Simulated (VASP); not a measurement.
**BiTe: single point with PBEsol**

Crystal: BiTe.

```
Bi Te
1.0
     0.00000    3.13189    3.13189
     3.13189    0.00000    3.13189
     3.13189    3.13189    0.00000
Bi Te
1 1
Direct
  0.00000 0.00000 0.00000
  0.50000 0.50000 0.50000
```

This cell differs from its parent crystal: volume scaled by 0.94.

| Quantity | Value |
| --- | --- |
| Program | VASP 6.6.1 |
| Task | single point |
| Functional | PBEsol |
| Potentials or basis | VASP PAW PBE potentials, release 64 (Bi_d, Te) |
| Cutoff | 520 eV |
| k mesh | 12 × 12 × 12 |
| Occupations | gaussian, width 0.1 eV |
| Spin | no spin polarisation |
| Dipole correction | no |
| Further INCAR settings | ALGO = Normal; EDIFF = 1e-06; NBANDS = 18 |

```yaml
Pressure: 3.9 GPa
```

Levels at points of the mesh, in eV from the Fermi level:
| k point | band 8 | band 9 | band 10 | band 11 | band 12 | band 13 |
| --- | --- | --- | --- | --- | --- | --- |
| (0.00, 0.00, 0.00) | -2.78 | -2.78 | -2.78 | 2.37 | 2.37 | 2.37 |
| (0.50, 0.00, 0.00) | -2.08 | -2.08 | -1.54 | -0.88 | -0.77 | -0.77 |
| (0.50, 0.50, 0.00) | -6.35 | -4.47 | -4.47 | 1.83 | 4.09 | 4.09 |

Run time: 25 s on 1 thread of Intel(R) Xeon(R) 6975P-C (Granite Rapids), on a shared host, peak memory 0.25 GiB.

Caveat: the PAW data sets were made with another functional, which shifts forces and pressure a little; spin-orbit coupling is left out, which moves the levels of the heavy elements.
